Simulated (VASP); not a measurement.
# HfN: single point with LDA

HfN:

```xyz
2
Lattice="0.0000 2.2887 2.2887 2.2887 0.0000 2.2887 2.2887 2.2887 0.0000" Properties=species:S:1:pos:R:3 pbc="T T T"
Hf    0.0000    0.0000    0.0000
N     2.2887    2.2887    2.2887
```

This cell differs from its parent crystal: volume scaled by 1.04.

```yaml
Program: VASP 6.6.1
Task: single point
Functional: LDA
Potentials_or_basis: VASP PAW LDA potentials, release 64 (Hf_pv, N)
Cutoff: 520 eV
k_mesh: 10 × 10 × 10
Occupations: fermi-dirac, width 0.03 eV
Spin: no spin polarisation
```

| Quantity | Value |
| --- | --- |
| Pressure | -20.0 GPa |

Levels at points of the mesh, in eV from the Fermi level:
```tsv
k point	band 4	band 5	band 6	band 7	band 8	band 9	band 10	band 11	band 12	band 13
(0.00, 0.00, 0.00)	-17.03	-2.93	-2.93	-2.93	-0.39	-0.39	-0.39	1.59	1.79	1.79
(0.50, 0.00, 0.00)	-14.43	-8.64	-5.98	-5.98	3.07	3.45	3.45	4.33	8.33	8.33
(0.50, 0.50, 0.00)	-15.93	-5.32	-3.67	-3.61	-3.61	3.81	5.17	5.17	5.19	7.43
```

Run time: 19 s on 1 thread of Intel Xeon 8259CL, on a shared host, peak memory 0.14 GiB.

Caveat: spin-orbit coupling is left out, which moves the levels of the heavy elements.
